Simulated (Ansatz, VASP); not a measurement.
# PbO: VASP beside Ansatz

Contents of INCAR:

```
ALGO = Normal
EDIFF = 1E-6
ENCUT = 520
GGA = PS
ISIF = 2
ISMEAR = 0
LASPH = T
LCHARG = T
LELF = T
LREAL = F
LVHAR = T
LWAVE = F
NBANDS = 28
NELM = 100
PREC = Accurate
SIGMA = 0.05
```

The input KPOINTS:

```
k-points
0
Gamma
  8 8 6
```

File POSCAR:

```
PbO
1.0
    3.8551680000      0.0000000000      0.0000000000
    0.0000000000      3.8551680000      0.0000000000
    0.0000000000      0.0000000000      5.0220000000
Pb O
2 2
Direct
    0.0000000000      0.5000000000      0.2351000000
    0.5000000000      0.0000000000      0.7649000000
    0.0000000000      0.0000000000      0.0000000000
    0.5000000000      0.5000000000      0.0000000000
```

Input for Ansatz:

```yaml
crystal:
  lattice:
    - [3.855168, 0.0, 0.0]
    - [0.0, 3.855168, 0.0]
    - [0.0, 0.0, 5.022]
  atoms:
    - { symbol: Pb, position: [0.0, 0.5, 0.2351] }
    - { symbol: Pb, position: [0.5, 0.0, 0.7649] }
    - { symbol: O, position: [0.0, 0.0, 0.0] }
    - { symbol: O, position: [0.5, 0.5, 0.0] }
basis:
  ecutwfc: 420
kpoints:
  mp_grid: { grid: [8, 8, 6] }
hamiltonian:
  xc: pbesol
scf:
  occupations: { method: gaussian, width: 0.05 }
output:
  forces: true
  stress: true
  eigenvalues: true
```

Change from the starting cell: strain -0.030 along x and y, +0.000 along z, atoms carried along.

Alike in both runs: task single point; functional PBEsol; k mesh 8 × 8 × 6; occupations gaussian, width 0.05 eV; no spin polarisation.

|  | VASP | Ansatz |
| --- | --- | --- |
| version | VASP 6.6.1 | Ansatz 0.2.0 |
| potentials or method | VASP PAW PBE potentials, release 64 (Pb_d, O), cutoff 520 eV | scalar-relativistic, plane waves, PAW |
| valence electrons in the cell | 40 | 40 |

Ansatz gave:

* gap on the k mesh at the Fermi level (eV): 0.98
* least direct gap on the mesh (eV): 2.37
* pressure (GPa): 7.4
* traceless stress, the component that is largest in VASP (GPa): -1.79
* rms of the force components (eV/Å): 0.375

Which values does VASP return?

gap on the k mesh at the Fermi level (eV): 0.99; least direct gap on the mesh (eV): 2.38; pressure (GPa): 7.5; traceless stress, the component that is largest in VASP (GPa): -1.79; rms of the force components (eV/Å): 0.397.

VASP's potentials were made for PBE, not for PBEsol. Atom by atom the forces differ by 0.022 eV/Å (rms over components).

Spin-orbit coupling is off throughout.
